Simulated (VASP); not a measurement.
# MgO (Fm-3m) in VASP: single point with r2SCAN

Aim: the single point of MgO with r2SCAN.

All numbers are computed with VASP 6.6.1; they aren't measurements. Logs are shortened: lines on timing, memory, paths and dates and some standing lists are left out, and cuts for length are marked.

### 1 The cell of the first run

It takes space group Fm-3m (No. 225, cubic). Conventional cell: a = 4.214 Å, b = 4.214 Å, c = 4.214 Å, α = 90.00°, β = 90.00°, γ = 90.00°. Within 2.8 Å of Mg (site symmetry m-3m) lie 6 O at 2.11 Å. Within 2.8 Å of O (site symmetry m-3m) lie 6 Mg at 2.11 Å.

### 2 Single point, r2SCAN

POSCAR reads:

```
MgO
1.0
    0.0000000000      2.1070840251      2.1070840251
    2.1070840251      0.0000000000      2.1070840251
    2.1070840251      2.1070840251      0.0000000000
Mg O
1 1
Direct
    0.0000000000      0.0000000000      0.0000000000
    0.5000000000      0.5000000000      0.5000000000
```

INCAR.step1 reads:

```
SYSTEM = MgO
  ALGO = Normal
  EDIFF = 1E-5
  ENCUT = 660
  GGA = PE
  GGA_COMPAT = .FALSE.
  ISMEAR = 0
  LASPH = .TRUE.
  LCHARG = .FALSE.
  LREAL = .FALSE.
  LWAVE = .TRUE.
  NBANDS = 11
  NELM = 120
  PREC = Accurate
  SIGMA = 0.02
```

INCAR.step2 reads:

```
SYSTEM = MgO
  ALGO = Normal
  EDIFF = 1E-6
  ENCUT = 660
  GGA_COMPAT = .FALSE.
  ISIF = 2
  ISMEAR = 0
  ISTART = 1
  LASPH = .TRUE.
  LCHARG = .FALSE.
  LMIXTAU = .TRUE.
  LREAL = .FALSE.
  LWAVE = .FALSE.
  METAGGA = R2SCAN
  NBANDS = 11
  NELM = 120
  PREC = Accurate
  SIGMA = 0.02
```

KPOINTS reads:

```
k-points
0
G
  10 10 10
  0 0 0
```

Potentials or basis: VASP PAW PBE potentials, release 64 (Mg, O).

Command:

```bash
cat potpaw_PBE.64/Mg/POTCAR potpaw_PBE.64/O/POTCAR > POTCAR
cp INCAR.step1 INCAR
mpirun -np 1 vasp_std > vasp.out
cp INCAR.step2 INCAR
mpirun -np 1 vasp_std > vasp.out
```

OUTCAR:

```text
SYSTEM = MgO
   EDIFF = 1E-6
   ENCUT = 660
   ISIF = 2
   ISMEAR = 0
   ISTART = 1
   LASPH = .TRUE.
   LREAL = .FALSE.
   METAGGA = R2SCAN
   NELM = 120
   PREC = Accurate

 ion  position               nearest neighbor table
   1  0.000  0.000  0.000-   2 2.11   2 2.11   2 2.11   2 2.11   2 2.11   2 2.11
   2  0.500  0.500  0.500-   1 2.11   1 2.11   1 2.11   1 2.11   1 2.11   1 2.11

  LATTYP: Found a face centered cubic cell.
 ALAT       =     4.2141680502

  Lattice vectors:

 A1 = (   0.0000000000,   2.1070840251,   2.1070840251)
 A2 = (   2.1070840251,   0.0000000000,   2.1070840251)
 A3 = (   2.1070840251,   2.1070840251,   0.0000000000)

Analysis of symmetry for initial positions (statically):
=====================================================================
 Subroutine PRICEL returns:
 Original cell was already a primitive cell.

 Routine SETGRP: Setting up the symmetry group for a
 face centered cubic supercell.

 Subroutine GETGRP returns: Found 48 space group operations
 (whereof 48 operations were pure point group operations)
 out of a pool of 48 trial point group operations.

The static configuration has the point symmetry O_h .

Analysis of symmetry for dynamics (positions and initial velocities):
=====================================================================
 Subroutine PRICEL returns:
 Original cell was already a primitive cell.

 Routine SETGRP: Setting up the symmetry group for a
 face centered cubic supercell.

 Subroutine GETGRP returns: Found 48 space group operations
 (whereof 48 operations were pure point group operations)
 out of a pool of 48 trial point group operations.

The dynamic configuration has the point symmetry O_h .

 Subroutine INISYM returns: Found 48 space group operations
 (whereof 48 operations are pure point group operations),
 and found     1 'primitive' translations

----------------------------------------------------------------------------------------

                                     Primitive cell

  volume of cell :      18.7101

  direct lattice vectors                    reciprocal lattice vectors
     0.000000000  2.107084025  2.107084025    -0.237294761  0.237294761  0.237294761
     2.107084025  0.000000000  2.107084025     0.237294761 -0.237294761  0.237294761
     2.107084025  2.107084025  0.000000000     0.237294761  0.237294761 -0.237294761

  length of vectors
     2.979866805  2.979866805  2.979866805     0.411006582  0.411006582  0.411006582

  position of ions in fractional coordinates (direct lattice)
     0.000000000  0.000000000  0.000000000
     0.500000000  0.500000000  0.500000000

  ion indices of the primitive-cell ions
   primitive index   ion index
                 1           1
                 2           2

----------------------------------------------------------------------------------------

 KPOINTS: k-points

Automatic generation of k-mesh.
 Grid dimensions read from file:
 generate k-points for:   10   10   10

 Generating k-lattice:

  Cartesian coordinates                     Fractional coordinates (reciprocal lattice)
    -0.023729476  0.023729476  0.023729476     0.100000000  0.000000000  0.000000000
     0.023729476 -0.023729476  0.023729476     0.000000000  0.100000000  0.000000000
     0.023729476  0.023729476 -0.023729476     0.000000000  0.000000000  0.100000000

  Length of vectors
     0.041100658  0.041100658  0.041100658

  Shift w.r.t. Gamma in fractional coordinates (k-lattice)
     0.000000000  0.000000000  0.000000000

 Subroutine IBZKPT returns following result:
 ===========================================

 Found     47 irreducible k-points:

 Following reciprocal coordinates:
            Coordinates               Weight
  0.000000  0.000000  0.000000      1.000000
  0.100000  0.000000  0.000000      8.000000
  0.200000  0.000000  0.000000      8.000000
  0.300000  0.000000  0.000000      8.000000
  0.400000  0.000000  0.000000      8.000000
  0.500000  0.000000  0.000000      4.000000
[... 16 lines left out ...]
  0.300000  0.300000  0.000000      6.000000
  0.400000  0.300000  0.000000     24.000000
 [... further k-points ...]
   k-points           NKPTS =     47   k-points in BZ     NKDIM =     47   number of bands    NBANDS=     11
   number of dos      NEDOS =    301   number of ions     NIONS =      2
   total plane-waves  NPLWV =  21952
   dimension x,y,z NGX =    28 NGY =   28 NGZ =   28
   dimension x,y,z NGXF=    56 NGYF=   56 NGZF=   56
   ions per type =               1   1
   NGX,Y,Z   is equivalent  to a cutoff of  15.62, 15.62, 15.62 a.u.
   NGXF,Y,Z  is equivalent  to a cutoff of  31.24, 31.24, 31.24 a.u.
 SYSTEM =  MgO
   PREC   = accura    normal or accurate (medium, high low for compatibility)
   ISTART =      1    job   : 0-new  1-cont  2-samecut
   ICHARG =      0    charge: 1-file 2-atom 10-const
   ISPIN  =      1    spin polarized calculation?
   LNONCOLLINEAR =      F non collinear calculations
   LSORBIT =      F    spin-orbit coupling
   LASPH  =      T    aspherical Exc in radial PAW
   ENCUT  =  660.0 eV  48.51 Ry    6.96 a.u.   6.24  6.24  6.24*2*pi/ulx,y,z
   NELM   =    120;   NELMIN=  2; NELMDL=  0     # of ELM steps
   EDIFF  = 0.1E-05   stopping-criterion for ELM
   LREAL  =      F    real-space projection
   EDIFFG = 0.1E-04   stopping-criterion for IOM
   NSW    =      0    number of steps for IOM
   IBRION =     -1    ionic relax: 0-MD 1-quasi-New 2-CG
   NFREE  =      0    steps in history (QN), initial steepest desc. (CG)
   ISIF   =      2    stress and relaxation
   ISYM   =      2    0-nonsym 1-usesym 2-fastsym
   POTIM  = 0.5000    time-step for ionic-motion
   TEBEG  =    0.0;   TEEND  =   0.0 temperature during run
   PSTRESS=    0.0 pullay stress
   NELECT =       8.0000    total number of electrons
   NUPDOWN=      -1.0000    fix difference up-down
   EMIN   =  10.00;   EMAX   =-10.00  energy-range for DOS
   EFERMI =   0.00;   METHOD = LEGACY
   ISMEAR =     0;   SIGMA  =   0.02  broadening in eV -4-tet -1-fermi 0-gaus
   EFERMI_NEDOS =   21; number of points for ismear=-14 and -15
   IALGO  =     38    algorithm
   IMIX   =      4    mixing-type and parameters
     AMIX     =   0.40;   BMIX     =  1.00
     AMIX_MAG =   1.60;   BMIX_MAG =  1.00
  volume/ion in A,a.u.               =       9.36        63.13
  Fermi-wavevector in a.u.,A,eV,Ry     =   1.233331  2.330658 20.695894  1.521105
  Thomas-Fermi vector in A             =   2.368066
   LORBIT       =      0    0 simple, 1 ext, 2 COOP (PROOUT), +10 PAW based schemes
   METAGGA = R2SCAN    functional components
   LHFCALC =     F    Hartree Fock is set to
   AEXX    =    0.0000 exact exchange contribution
   IVDW    =     0    specifies the selected vdW correction
   LEPSILON=     F    determine dielectric tensor
   LRPA    =     F    only Hartree local field effects (RPA)
 non-spin polarized calculation
 Gauss-broadening in eV      SIGMA  =   0.02
  energy-cutoff  :      660.00
  volume of cell :       18.71
 maximum number of plane-waves:       736
 NGX is ok and might be reduce to    28
   NGX = 13   NGY = 13   NGZ = 13

 number of electron       7.9999999 magnetization

 Free energy of the ion-electron system (eV)
  ---------------------------------------------------
  ext. energy  EPLUGINS =         0.00000000
  ---------------------------------------------------
  free energy    TOTEN  =       -16.16614275 eV

  energy without entropy =      -16.16614275  energy(sigma->0) =      -16.16614275

 E-fermi :   2.9128     XC(G=0): -11.5844

 val. band max:        2.7617014769   @ k =   0.0000   0.0000   0.0000
 cond. band min:       8.3553182440   @ k =   0.0000   0.0000   0.0000
 fundamental gap:      5.5936167671
 Fermi energy:         2.9128404218

 k-point     1 :       0.0000    0.0000    0.0000
  band No.  band energies     occupation
      1     -15.4286      2.00000
      2       2.7617      2.00000
      3       2.7617      2.00000
      4       2.7617      2.00000
      5       8.3553      0.00000
      6      19.5922      0.00000
      7      19.5922      0.00000
      8      19.5922      0.00000
      9      23.7351      0.00000
     10      25.4993      0.00000
     11      25.4994      0.00000

 k-point     2 :       0.1000    0.0000    0.0000
  band No.  band energies     occupation
      1     -15.3251      2.00000
      2       2.1341      2.00000
      3       2.6926      2.00000
      4       2.6926      2.00000
      5       8.9700      0.00000
      6      18.3507      0.00000
      7      19.8440      0.00000
      8      19.8440      0.00000
      9      24.7781      0.00000
     10      24.7781      0.00000
     11      25.4240      0.00000

 k-point     3 :       0.2000    0.0000    0.0000
  band No.  band energies     occupation
      1     -15.0415      2.00000
      2       0.8209      2.00000
      3       2.5172      2.00000
      4       2.5172      2.00000
      5      10.1835      0.00000
      6      16.8396      0.00000
      7      20.3580      0.00000
      8      20.3580      0.00000
      9      24.0801      0.00000
     10      24.0801      0.00000
     11      26.4675      0.00000

 k-point     4 :       0.3000    0.0000    0.0000
  band No.  band energies     occupation
      1     -14.6611      2.00000
      2      -0.5104      2.00000
      3       2.3104      2.00000
      4       2.3104      2.00000
      5      11.1477      0.00000
      6      16.1885      0.00000
      7      20.4981      0.00000
      8      20.4981      0.00000
      9      24.5586      0.00000
     10      24.5586      0.00000
     11      25.8768      0.00000
[... 239 lines left out ...]
 k-point    22 :      -0.2000    0.2000    0.0000
  band No.  band energies     occupation
      1     -14.5482      2.00000
      2      -0.3139      2.00000
      3       1.4240      2.00000
      4       2.3052      2.00000
      5      12.1344      0.00000
      6      15.6863      0.00000
      7      19.0292      0.00000
      8      21.7594      0.00000
      9      22.3513      0.00000
     10      25.4855      0.00000
     11      29.1174      0.00000

 k-point    23 :       0.3000    0.3000    0.0000
  band No.  band energies     occupation
      1     -14.4655      2.00000
      2      -0.3767      2.00000
      3       1.8101      2.00000
      4       1.8101      2.00000
      5      12.5835      0.00000
      6      14.1411      0.00000
      7      18.3614      0.00000
      8      21.9410      0.00000
      9      21.9410      0.00000
     10      28.2360      0.00000
     11      31.6911      0.00000

 k-point    24 :       0.4000    0.3000    0.0000
  band No.  band energies     occupation
      1     -14.2277      2.00000
      2      -0.8090      2.00000
      3       1.4461      2.00000
      4       1.6592      2.00000
      5      13.3314      0.00000
      6      13.9010      0.00000
      7      17.5206      0.00000
      8      22.2151      0.00000
      9      22.4366      0.00000
     10      29.0316      0.00000
     11      31.2059      0.00000

 [... further k-points ...]
[... 5 lines left out ...]
  --------------------------------------------------------------------------------------
  -------------------------------------------------------------------------------------
  Total       -0.3017219     -0.3017219     -0.3017219      0.0000000      0.0000000     -0.0000000
  in kB      -25.8369886    -25.8369886    -25.8369886      0.0000000      0.0000000     -0.0000000
  external PRESSURE =     -25.8369886 kB  Pullay stress =       0.0000000 kB

 VOLUME and BASIS-vectors are now :
 -----------------------------------------------------------------------------
  energy-cutoff  :      660.00
  volume of cell :       18.71
      direct lattice vectors                 reciprocal lattice vectors
     0.000000000  2.107084025  2.107084025    -0.237294761  0.237294761  0.237294761
     2.107084025  0.000000000  2.107084025     0.237294761 -0.237294761  0.237294761
     2.107084025  2.107084025  0.000000000     0.237294761  0.237294761 -0.237294761

 POSITION                                       TOTAL-FORCE (eV/Angst)
 -----------------------------------------------------------------------------------
      0.00000      0.00000      0.00000        -0.000000      0.000000     -0.000000
      2.10708      2.10708      2.10708         0.000000     -0.000000      0.000000
 -----------------------------------------------------------------------------------
    total drift:                                0.000000      0.000000      0.000000

  FREE ENERGIE OF THE ION-ELECTRON SYSTEM (eV)
  ---------------------------------------------------
  free  energy   TOTEN  =       -16.1661427501 eV

  energy  without entropy=      -16.1661427501  energy(sigma->0) =      -16.16614275
```

It took 85 s on 1 thread of Intel Xeon 8259CL, shared host; peak memory 0.18 GiB.

Results:

- Free energy: -16.1661 eV
- Pressure: -2.6 GPa
- Band gap on the k mesh: 5.59 eV

Caveat: the PAW data sets were made with another functional, which shifts forces and pressure a little.
